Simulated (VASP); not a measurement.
# H4C in VASP: further runs

Runs on H4C. Level: r2SCAN+D3(BJ). Tasks: single point.

Everything below comes from runs of VASP 6.6.1. Logs are shortened: lines on timing, memory, paths and dates and some standing lists are left out, and cuts for length are marked.

## 1. The cell of the first run

The cell holds an amorphous packing of atoms, 40 atoms: a = 7.958 Å, b = 7.958 Å, c = 7.958 Å, α = 90.00°, β = 90.00°, γ = 90.00°.

## 2. Single point, r2SCAN+D3(BJ)

The input, POSCAR:

```
H4C
1.0
    7.9581140000      0.0000000000      0.0000000000
    0.0000000000      7.9581140000      0.0000000000
    0.0000000000      0.0000000000      7.9581140000
C H
8 32
Direct
    0.7036340520      0.8295684128      0.2711446456
    0.9761986320      0.4991132321      0.5049814567
    0.0823184991      0.3774261087     -0.0161219103
    0.2951076097      0.8855490132      0.9339901389
    0.3573711058      0.1117978456      0.4558869099
    0.4726119782      0.5831155472      0.6133362754
    0.5907555484      0.3905950581      0.1022227126
    0.7940700523      1.0106163345      0.7678578115
    0.7628566266      0.9040709897      0.3660917650
    0.6239920665      0.7176449093      0.3100106382
    0.7943088023      0.7574030731      0.2239349675
    0.6385055555      0.9212107291      0.1895172650
    1.1016931901      0.5022421141      0.4387974337
    0.9849821201      0.4688045434      0.6507069389
    0.9064333585      0.3827540043      0.4444897371
    0.8911407904      0.5973651546      0.4917873758
    0.1861119356      0.3667326203     -0.1101391611
    0.0931125138      0.4992640216      0.0554905346
    0.0933889613      0.2643716840      0.0582298771
   -0.0343674393      0.3776145956     -0.1003881070
    0.2068957544      0.8872705267      1.0398192336
    0.3572957110      1.0039313335      0.9110701355
    0.2264732574      0.8460672968      0.8203953851
    0.3761820954      0.7884531435      0.9605416560
    0.2749897777      0.1825558166      0.5583609383
    0.2840120159      0.0040587506      0.4075086132
    0.4652735560      0.0813886305      0.5228625777
    0.3949805193      0.1947195026      0.3352176156
    0.5172079716      0.7002035910      0.6727976000
    0.3403695901      0.6217302240      0.5668554132
    0.4759419129      0.4862961249      0.7095148423
    0.5676093607      0.5261799467      0.5135890237
    0.4855044801      0.4341480909      0.1780070002
    0.6944987217      0.4617174371      0.1698266700
    0.5877648900      0.4272369056     -0.0296175702
    0.5922508775      0.2645476051      0.1089831083
    0.8193901218      1.0369039700      0.8913418431
    0.7668525482      0.8753455907      0.7571517573
    0.9142241491      1.0372558121      0.7058958944
    0.6861173389      1.0796402263      0.7231110286
```

The input, INCAR.step1:

```
SYSTEM = H4C
PREC = Accurate
ENCUT = 520
ISMEAR = -1
SIGMA = 0.02
LREAL = Auto
LASPH = .True.
NELM = 80
NBANDS = 58
GGA = PE
ALGO = Normal
EDIFF = 1E-4
LWAVE = .True.
LCHARG = .False.
```

The input, INCAR.step2:

```
SYSTEM = H4C
PREC = Accurate
ENCUT = 520
EDIFF = 1E-7
ISMEAR = -1
SIGMA = 0.02
LREAL = Auto
LASPH = .True.
NELM = 80
ALGO = Normal
ISIF = 2
LWAVE = .False.
LCHARG = .False.
METAGGA = R2SCAN
LMIXTAU = .True.
IVDW = 12
VDW_S6 = 1.0
VDW_S8 = 0.78981345
VDW_A1 = 0.49484001
VDW_A2 = 5.73083694
NBANDS = 58
ISTART = 1
```

The input, KPOINTS:

```
Automatic mesh
0
Gamma
  1 1 1
  0 0 0
```

Potentials or basis: VASP PAW PBE potentials, release 64 (C, H).

Command:

```sh
cat potpaw_PBE.64/C/POTCAR potpaw_PBE.64/H/POTCAR > POTCAR
cp INCAR.step1 INCAR
mpirun -np 1 vasp_gam > vasp.out
cp INCAR.step2 INCAR
mpirun -np 1 vasp_gam > vasp.out
```

OUTCAR:

```text
SYSTEM = H4C
   PREC = Accurate
   ENCUT = 520
   EDIFF = 1E-7
   ISMEAR = -1
   LREAL = Auto
   LASPH = .True.
   NELM = 80
   ISIF = 2
   METAGGA = R2SCAN
   IVDW = 12
   ISTART = 1
 IVDW          = 12

 ion  position               nearest neighbor table
   1  0.704  0.830  0.271-  11 1.00   9 1.07  12 1.11  10 1.14
   2  0.976  0.499  0.505-  16 1.04  13 1.13  15 1.18  14 1.19
   3  0.082  0.377  0.984-  19 1.08  17 1.12  18 1.13  20 1.15
   4  0.295  0.886  0.934-  24 1.03  22 1.08  21 1.10  23 1.10
   5  0.357  0.112  0.456-  27 1.04  26 1.11  25 1.19  28 1.20
   6  0.473  0.583  0.613-  31 1.09  29 1.10  30 1.16  32 1.19
   7  0.591  0.391  0.102-  36 1.00  33 1.09  35 1.09  34 1.14
   8  0.794  0.011  0.768-  37 1.02  40 1.08  39 1.10  38 1.10
   9  0.763  0.904  0.366-   1 1.07
  10  0.624  0.718  0.310-   1 1.14
  11  0.794  0.757  0.224-   1 1.00
  12  0.639  0.921  0.190-   1 1.11
  13  0.102  0.502  0.439-   2 1.13
  14  0.985  0.469  0.651-   2 1.19
[... 24 lines left out ...]
  39  0.914  0.037  0.706-   8 1.10
  40  0.686  0.080  0.723-   8 1.08

  LATTYP: Found a simple cubic cell.
 ALAT       =     7.9581140000

  Lattice vectors:

 A1 = (   7.9581140000,   0.0000000000,   0.0000000000)
 A2 = (   0.0000000000,   7.9581140000,   0.0000000000)
 A3 = (   0.0000000000,   0.0000000000,   7.9581140000)

Analysis of symmetry for initial positions (statically):
=====================================================================
 Subroutine PRICEL returns:
 Original cell was already a primitive cell.

 Routine SETGRP: Setting up the symmetry group for a
 simple cubic supercell.

 Subroutine GETGRP returns: Found  1 space group operations
 (whereof  1 operations were pure point group operations)
 out of a pool of 48 trial point group operations.

The static configuration has the point symmetry C_1 .

Analysis of symmetry for dynamics (positions and initial velocities):
=====================================================================
 Subroutine PRICEL returns:
 Original cell was already a primitive cell.

 Routine SETGRP: Setting up the symmetry group for a
 simple cubic supercell.

 Subroutine GETGRP returns: Found  1 space group operations
 (whereof  1 operations were pure point group operations)
 out of a pool of 48 trial point group operations.

The dynamic configuration has the point symmetry C_1 .

 Subroutine INISYM returns: Found  1 space group operations
 (whereof  1 operations are pure point group operations),
 and found     1 'primitive' translations

----------------------------------------------------------------------------------------

                                     Primitive cell

  volume of cell :     503.9999

  direct lattice vectors                    reciprocal lattice vectors
     7.958114000  0.000000000  0.000000000     0.125657913  0.000000000  0.000000000
     0.000000000  7.958114000  0.000000000     0.000000000  0.125657913  0.000000000
     0.000000000  0.000000000  7.958114000     0.000000000  0.000000000  0.125657913

  length of vectors
     7.958114000  7.958114000  7.958114000     0.125657913  0.125657913  0.125657913

  position of ions in fractional coordinates (direct lattice)
     0.703634052  0.829568413  0.271144646
     0.976198632  0.499113232  0.504981457
     0.082318499  0.377426109  0.983878090
     0.295107610  0.885549013  0.933990139
     0.357371106  0.111797846  0.455886910
     0.472611978  0.583115547  0.613336275
[... 32 lines left out ...]
     0.914224149  0.037255812  0.705895894
     0.686117339  0.079640226  0.723111029

  ion indices of the primitive-cell ions
   primitive index   ion index
                 1           1
                 2           2
                 3           3
                 4           4
                 5           5
                 6           6
[... 32 lines left out ...]
                39          39
                40          40

----------------------------------------------------------------------------------------

 KPOINTS: Automatic mesh

Automatic generation of k-mesh.
 Grid dimensions read from file:
 generate k-points for:    1    1    1

 Generating k-lattice:

  Cartesian coordinates                     Fractional coordinates (reciprocal lattice)
     0.125657913  0.000000000  0.000000000     1.000000000  0.000000000  0.000000000
     0.000000000  0.125657913  0.000000000     0.000000000  1.000000000  0.000000000
     0.000000000  0.000000000  0.125657913     0.000000000  0.000000000  1.000000000

  Length of vectors
     0.125657913  0.125657913  0.125657913

  Shift w.r.t. Gamma in fractional coordinates (k-lattice)
     0.000000000  0.000000000  0.000000000

 Subroutine IBZKPT returns following result:
 ===========================================

 Found      1 irreducible k-points:

 Following reciprocal coordinates:
            Coordinates               Weight
  0.000000  0.000000  0.000000      1.000000
   k-points           NKPTS =      1   k-points in BZ     NKDIM =      1   number of bands    NBANDS=     58
   number of dos      NEDOS =    301   number of ions     NIONS =     40
   total plane-waves  NPLWV = 216000
   dimension x,y,z NGX =    60 NGY =   60 NGZ =   60
   dimension x,y,z NGXF=   120 NGYF=  120 NGZF=  120
   ions per type =               8  32
   NGX,Y,Z   is equivalent  to a cutoff of  12.53, 12.53, 12.53 a.u.
   NGXF,Y,Z  is equivalent  to a cutoff of  25.07, 25.07, 25.07 a.u.
 SYSTEM =  H4C
   PREC   = accura    normal or accurate (medium, high low for compatibility)
   ISTART =      1    job   : 0-new  1-cont  2-samecut
   ICHARG =      0    charge: 1-file 2-atom 10-const
   ISPIN  =      1    spin polarized calculation?
   LNONCOLLINEAR =      F non collinear calculations
   LSORBIT =      F    spin-orbit coupling
   LASPH  =      T    aspherical Exc in radial PAW
   ENCUT  =  520.0 eV  38.22 Ry    6.18 a.u.  14.80 14.80 14.80*2*pi/ulx,y,z
   NELM   =     80;   NELMIN=  2; NELMDL=  0     # of ELM steps
   EDIFF  = 0.1E-06   stopping-criterion for ELM
   LREAL  =      T    real-space projection
   EDIFFG = 0.1E-05   stopping-criterion for IOM
   NSW    =      0    number of steps for IOM
   IBRION =     -1    ionic relax: 0-MD 1-quasi-New 2-CG
   NFREE  =      0    steps in history (QN), initial steepest desc. (CG)
   ISIF   =      2    stress and relaxation
   ISYM   =      2    0-nonsym 1-usesym 2-fastsym
   POTIM  = 0.5000    time-step for ionic-motion
   TEBEG  =    0.0;   TEEND  =   0.0 temperature during run
   PSTRESS=    0.0 pullay stress
   NELECT =      64.0000    total number of electrons
   NUPDOWN=      -1.0000    fix difference up-down
   EMIN   =  10.00;   EMAX   =-10.00  energy-range for DOS
   EFERMI =   0.00;   METHOD = LEGACY
   ISMEAR =    -1;   SIGMA  =   0.02  broadening in eV -4-tet -1-fermi 0-gaus
   EFERMI_NEDOS =   21; number of points for ismear=-14 and -15
   IALGO  =     38    algorithm
   IMIX   =      4    mixing-type and parameters
     AMIX     =   0.40;   BMIX     =  1.00
     AMIX_MAG =   1.60;   BMIX_MAG =  1.00
  volume/ion in A,a.u.               =      12.60        85.03
  Fermi-wavevector in a.u.,A,eV,Ry     =   0.822858  1.554975  9.212431  0.677095
  Thomas-Fermi vector in A             =   1.934266
   LORBIT       =      0    0 simple, 1 ext, 2 COOP (PROOUT), +10 PAW based schemes
   METAGGA = R2SCAN    functional components
   LHFCALC =     F    Hartree Fock is set to
   AEXX    =    0.0000 exact exchange contribution
   IVDW    =    12    specifies the selected vdW correction
   LEPSILON=     F    determine dielectric tensor
   LRPA    =     F    only Hartree local field effects (RPA)
 non-spin polarized calculation
  energy-cutoff  :      520.00
  volume of cell :      504.00
 maximum number of plane-waves:      6759
 NGX is ok and might be reduce to    60
   NGX = 29   NGY = 29   NGZ = 29

 number of electron      63.9999996 magnetization

 Free energy of the ion-electron system (eV)
  ---------------------------------------------------
  ext. energy  EPLUGINS =         0.00000000
  ---------------------------------------------------
  free energy    TOTEN  =      -197.60700874 eV

  energy without entropy =     -197.60700874  energy(sigma->0) =     -197.60700874

 E-fermi :  -6.0736     XC(G=0):  -5.6169

 val. band max:       -6.5901026082   @ k =   0.0000   0.0000   0.0000
 cond. band min:       0.7749977923   @ k =   0.0000   0.0000   0.0000
 fundamental gap:      7.3651004005
 Fermi energy:        -6.0735556155

 k-point     1 :       0.0000    0.0000    0.0000
  band No.  band energies     occupation
      1     -16.3195      2.00000
      2     -16.1641      2.00000
      3     -16.1296      2.00000
      4     -16.1012      2.00000
      5     -15.8192      2.00000
      6     -15.7286      2.00000
[... 36 lines left out ...]
     43       4.1390      0.00000
     44       4.2227      0.00000
 [bands above 44 left out]

------------------------ aborting loop because EDIFF is reached ----------------------------------------

 Edisp (eV)   -0.52141

 E8    (eV) :    -0.0782

  FORCE on cell =-STRESS in cart. coord.  units (eV):
  Direction    XX          YY          ZZ          XY          YZ          ZX
  --------------------------------------------------------------------------------------
  -------------------------------------------------------------------------------------
  Total      -3.09310    -2.27976    -6.93390    -4.11037    -2.26020     1.36176
  in kB      -9.83273    -7.24718   -22.04233   -13.06656    -7.18499     4.32894
  external pressure =      -13.04 kB  Pullay stress =        0.00 kB

 VOLUME and BASIS-vectors are now :
 -----------------------------------------------------------------------------
  energy-cutoff  :      520.00
  volume of cell :      504.00
      direct lattice vectors                 reciprocal lattice vectors
     7.958114000  0.000000000  0.000000000     0.125657913  0.000000000  0.000000000
     0.000000000  7.958114000  0.000000000     0.000000000  0.125657913  0.000000000
     0.000000000  0.000000000  7.958114000     0.000000000  0.000000000  0.125657913

 POSITION                                       TOTAL-FORCE (eV/Angst)
 -----------------------------------------------------------------------------------
      5.59960      6.60180      2.15780        -3.394566      0.662394      1.174673
      7.76870      3.97200      4.01870         0.517575     -4.387365      1.061870
      0.65510      3.00360      7.82981        -0.176956      0.852578     -1.876765
      2.34850      7.04730      7.43280        -2.134339      0.612248     -0.622557
      2.84400      0.88970      3.62800        -2.467477      2.590581     -1.322976
      3.76110      4.64050      4.88100         0.334292      0.107211     -1.296999
[... 32 lines left out ...]
      7.27550      0.29649      5.61760        -0.499215      0.095515     -0.495890
      5.46020      0.63379      5.75460         0.083063      0.357699     -0.244550
 -----------------------------------------------------------------------------------
    total drift:                               -0.003888     -0.012110      0.006889

  FREE ENERGIE OF THE ION-ELECTRON SYSTEM (eV)
  ---------------------------------------------------
  free  energy   TOTEN  =      -198.1284228850 eV

  energy  without entropy=     -198.1284228850  energy(sigma->0) =     -198.12842288
```

Wall time 3.8 min (1 thread of Intel Xeon Platinum 8259CL at 2.50GHz (Skylake/Cascade Lake), shared host); peak memory 0.52 GiB.

Results:

| Item | Value |
| --- | --- |
| Free energy | -198.1284 eV |
| Pressure | -1.3 GPa |
| Largest force | 4.567 eV/Å |
| Band gap on the k mesh | 7.37 eV |
| Dispersion energy per atom | -0.013 eV |

Forces in eV/Å, atoms in the order of the input:
```
C   -3.395  0.662  1.175
C    0.518 -4.387  1.062
C   -0.177  0.853 -1.877
C   -2.134  0.612 -0.623
C   -2.467  2.591 -1.323
C    0.334  0.107 -1.297
C    0.631  4.389  0.880
C    0.244 -1.294 -1.862
H   -0.162 -0.013  1.145
H   -0.094  1.865  0.447
H    3.387 -1.481 -2.683
H    0.284 -0.936 -0.136
H   -1.192  0.482  0.819
H    0.223  0.508 -2.529
H    1.047  1.580  0.992
H   -0.650  1.828 -0.463
H   -0.326  0.392  0.608
H   -0.099 -1.204 -0.511
H   -0.377 -0.009  0.469
H    1.006 -0.091  1.375
H    0.029  0.464 -0.225
H    0.123  0.215  0.171
H    0.037  0.297  0.255
H    1.941 -1.576  0.435
H    1.077 -0.753 -2.122
H    0.512  0.246  0.422
H    1.672 -0.924  0.573
H   -0.858 -1.188  2.472
H    0.434 -0.432 -0.415
H    1.757 -1.186  0.328
H   -0.732 -0.012  0.204
H   -1.795  1.484  1.229
H   -0.621  0.083 -0.595
H   -0.364 -1.271 -0.921
H   -0.237  0.306  0.188
H    0.626 -3.532  0.445
H    0.090  0.556  2.661
H    0.123  0.314 -0.031
H   -0.499  0.096 -0.496
H    0.083  0.358 -0.245
```

Caveat: the k points lie up to 0.79 Å⁻¹ apart; the PAW data sets were made with another functional, which shifts forces and pressure a little.

(Continued in part 2 of 2.)
